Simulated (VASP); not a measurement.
Set up this calculation in VASP 6.6.1, as the native input.

- Task: single point
- Functional: r2SCAN
- Potentials or basis: VASP PAW PBE potentials, release 64 (S, Li_sv)
- Cutoff: 830 eV
- k mesh: 8 × 8 × 8
- Occupations: methfessel-paxton, width 0.0236 eV
- Spin: no spin polarisation
- Dipole correction: no
- Further INCAR settings: ALGO = Normal; EDIFF = 1e-06; NBANDS = 13

The system is Li2S.

```xyz
3
Lattice="0.0000 2.8791 2.8791 2.8791 0.0000 2.8791 2.8791 2.8791 0.0000" Properties=species:S:1:pos:R:3 pbc="T T T"
S     0.0000    0.0000    0.0000
Li    1.4396    1.4396    1.4396
Li    4.3186    4.3186    4.3186
```

These files were run (other wordings do the same):

POSCAR

```
Li2S
1.0
    0.0000000000      2.8791000000      2.8791000000
    2.8791000000      0.0000000000      2.8791000000
    2.8791000000      2.8791000000      0.0000000000
S Li
1 2
Direct
    0.0000000000      0.0000000000      0.0000000000
    0.2500000000      0.2500000000      0.2500000000
    0.7500000000      0.7500000000      0.7500000000
```

INCAR.step1

```
PREC = Accurate
ENCUT = 830
ISMEAR = 1
SIGMA = 0.0236
LREAL = F
LASPH = T
NELM = 120
NBANDS = 13
GGA = PE
ALGO = Normal
EDIFF = 1E-5
LWAVE = T
LCHARG = F
GGA_COMPAT = F
```

INCAR.step2

```
PREC = Accurate
ENCUT = 830
EDIFF = 1E-6
ISMEAR = 1
SIGMA = 0.0236
LREAL = F
LASPH = T
NELM = 120
ALGO = Normal
ISIF = 2
LWAVE = F
LCHARG = T
METAGGA = R2SCAN
LMIXTAU = T
LELF = T
LVHAR = T
NBANDS = 13
ISTART = 1
GGA_COMPAT = F
```

KPOINTS

```
Automatic mesh
0
Gamma
  8 8 8
```

Potentials or basis: VASP PAW PBE potentials, release 64 (S, Li_sv).

Launch:

```sh
$ cat potpaw_PBE.64/S/POTCAR potpaw_PBE.64/Li_sv/POTCAR > POTCAR
$ cp INCAR.step1 INCAR
$ mpirun -np 1 vasp_std > vasp.out
$ cp INCAR.step2 INCAR
$ mpirun -np 1 vasp_std > vasp.out
```

Results of the run:

```yaml
Pressure: -1.6 GPa
Band_gap_on_the_k_mesh: 3.88 eV (least direct gap 4.86 eV)
```

Caveat: the PAW data sets were made with another functional, which shifts forces and pressure a little.

Run time: 3.3 min on 1 thread of Intel Xeon 8259CL (shared host), peak memory 0.26 GiB.
